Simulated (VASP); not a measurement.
Write the native input for VASP 6.6.1 that does the following.

| Item | Value |
| --- | --- |
| Task | relaxation of cell and atoms |
| Functional | r2SCAN |
| Potentials or basis | VASP PAW PBE potentials, release 64 (Pt) |
| Cutoff | 600 eV |
| k mesh | 10 × 10 × 10 |
| Occupations | fermi-dirac, width 0.05 eV |
| Spin | no spin polarisation |
| Dipole correction | no |
| Further INCAR settings | ALGO = Normal; EDIFF = 1e-07; IBRION = 2; EDIFFG = -0.02; NSW = 80; ISIF = 3 |

Pt:

```
Pt
1.0
     0.00000    1.96090    1.96090
     1.96090    0.00000    1.96090
     1.96090    1.96090    0.00000
Pt
1
Cartesian
  0.0000 0.0000 0.0000
```

One way to write it, as run:

POSCAR

```
Pt
1.0
    0.0000000000      1.9609000000      1.9609000000
    1.9609000000      0.0000000000      1.9609000000
    1.9609000000      1.9609000000      0.0000000000
Pt
1
Direct
    0.0000000000      0.0000000000      0.0000000000
```

INCAR.step1

```
SYSTEM = Pt
PREC = Accurate ; ENCUT = 600
ISMEAR = -1 ; SIGMA = 0.05
LREAL = .FALSE. ; LASPH = .TRUE.
NELM = 80 ; GGA = PE
ALGO = Normal ; EDIFF = 1E-4
LWAVE = .TRUE. ; LCHARG = .FALSE.
```

INCAR.step2

```
SYSTEM = Pt
PREC = Accurate ; ENCUT = 600
EDIFF = 1E-7 ; ISMEAR = -1
SIGMA = 0.05 ; LREAL = .FALSE.
LASPH = .TRUE. ; NELM = 80
ALGO = Normal ; ISIF = 3
LWAVE = .FALSE. ; LCHARG = .FALSE.
METAGGA = R2SCAN ; LMIXTAU = .TRUE.
IBRION = 2 ; NSW = 80
EDIFFG = -0.02 ; ISTART = 1
```

KPOINTS

```
regular mesh
0
G
  10 10 10
  0 0 0
```

Potentials or basis: VASP PAW PBE potentials, release 64 (Pt).

Run with:

```console
$ cat potpaw_PBE.64/Pt/POTCAR > POTCAR
$ cp INCAR.step1 INCAR
$ mpirun -np 1 vasp_std > vasp.out
$ cp INCAR.step2 INCAR
$ mpirun -np 1 vasp_std > vasp.out
```

It gave:

```
Relaxed volume                         : 15.35 Å³/atom
Relaxed cell                           : a = 2.789 Å, b = 2.789 Å, c = 2.789 Å, α = 60.00°, β = 60.00°, γ = 60.00°
Space group after relaxing (to 0.05 Å) : Fm-3m (No. 225)
Energy gained by relaxing              : 4.0 meV/atom
Ionic steps                            : 3
Pressure after relaxing                : -0.1 GPa
Band gap on the k mesh                 : zero (band 5 reaches 11.19 eV, above the bottom of band 6 at 8.91 eV)
```

Caveat: the PAW data sets were made with another functional, which shifts forces and pressure a little; spin-orbit coupling is left out, which moves the levels of the heavy elements.

Wall time 30 s on 1 thread of Intel(R) Xeon(R) 6975P-C (Granite Rapids) (shared host), peak memory 0.16 GiB.
